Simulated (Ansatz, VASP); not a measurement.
# Ca in VASP and in Ansatz

```
Ca
1.0
     1.94463   -3.34960    0.00000
     1.94463    3.34960    0.00000
     0.00000    0.00000    6.42114
Ca
2
Direct
  0.83559 0.16441 0.25000
  0.16441 0.83559 0.75000
```

Change from the starting cell: volume scaled by 0.96.

Alike in both runs: task single point; functional PBEsol; k mesh 11 × 11 × 6; occupations fermi-dirac, width 0.05 eV; no spin polarisation.

```csv
,VASP,Ansatz
version,VASP 6.6.1,Ansatz 0.2.0
potentials or method,"VASP PAW PBE potentials, release 64 (Ca_sv), cutoff 520 eV","all-electron LAPW, scalar-relativistic"
```

Ansatz gave:

| Quantity | Value |
| --- | --- |
| pressure (GPa) | -0.4 |
| traceless stress, the component that is largest in VASP (GPa) | 0.16 |
| rms of the force components (eV/Å) | 0.010 |

Q: Which values does VASP return?

A: Pressure (GPa): -0.4; traceless stress, the component that is largest in VASP (GPa): 0.16; rms of the force components (eV/Å): 0.009.

VASP's potentials were made for PBE, not for PBEsol. Atom by atom the forces differ by 0.000 eV/Å (rms over components). Ansatz ran all-electron here, and VASP with PAW potentials.
